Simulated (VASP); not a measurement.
Set up this calculation in VASP 6.6.1, as the native input.

| Quantity | Value |
| --- | --- |
| Task | single point |
| Functional | PBE |
| Potentials or basis | VASP PAW PBE potentials, release 64 (Ta_pv, N) |
| Cutoff | 520 eV |
| k mesh | 12 × 12 × 8 |
| Occupations | gaussian, width 0.02 eV |
| Spin | no spin polarisation |
| Dipole correction | no |
| Further INCAR settings | ALGO = Normal; EDIFF = 1e-06; NBANDS = 15 |

The structure of TaN lies in POSCAR:

```
TaN
1.0
    3.1432890615      0.0000000000      0.0000000000
   -1.5716445308      2.7221681787      0.0000000000
    0.0000000000      0.0000000000      5.0323740314
Ta N
1 1
Direct
    0.3333333333      0.6666666667      0.8078798455
    0.6666666667      0.3333333333      0.6499118545
```

These files were run (other wordings do the same):

INCAR

```
PREC = Accurate
ENCUT = 520
EDIFF = 1E-6
ISMEAR = 0
SIGMA = 0.02
LREAL = False
LASPH = True
NELM = 60
ALGO = Normal
ISIF = 2
LWAVE = False
LCHARG = False
GGA = PE
NBANDS = 15
```

KPOINTS

```
Automatic mesh
0
Gamma
  12 12 8
```

Potentials or basis: VASP PAW PBE potentials, release 64 (Ta_pv, N).

The run is started by

```bash
$ cat potpaw_PBE.64/Ta_pv/POTCAR potpaw_PBE.64/N/POTCAR > POTCAR
$ mpirun -np 1 vasp_std > vasp.out
```

Results of the run:

```json
{
  "Pressure": "0.4 GPa",
  "Largest force": "0.075 eV/Å",
  "Band gap on the k mesh": "0.53 eV, indirect (least direct gap 0.63 eV)"
}
```

Caveat: spin-orbit coupling is left out, which moves the levels of the heavy elements.

It took 44 s on 1 thread of AMD EPYC 7R13 Processor (Zen 3), on a shared host, peak memory 0.19 GiB.
